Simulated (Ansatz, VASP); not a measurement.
## TiB2 in VASP and in Ansatz

```
Ti B
1.0
     3.02593    0.00000    0.00000
    -1.51296    2.62053    0.00000
     0.00000    0.00000    3.22877
Ti B
1 2
Direct
  0.00000 0.00000 0.00000
  0.33333 0.66667 0.50000
  0.66667 0.33333 0.50000
```

Alike in both runs: task relaxation of cell and atoms; functional PBE; k mesh 15 × 15 × 12; occupations methfessel-paxton of order 1, width 0.1 eV; no spin polarisation.

|  | VASP | Ansatz |
| --- | --- | --- |
| version | VASP 6.6.1 | Ansatz 0.2.0 |
| potentials or method | VASP PAW PBE potentials, release 64 (Ti_sv, B), cutoff 600 eV | plane-wave PAW DFT |
| valence electrons in the cell | 18 | 18 |

Ansatz gave:

* relaxed volume (Å³/atom): 8.55
* relaxed cell length with the largest relative difference (Å): 3.224

Q: Which values does VASP return?

A: Relaxed volume (Å³/atom): 8.56; relaxed cell length with the largest relative difference (Å): 3.225.
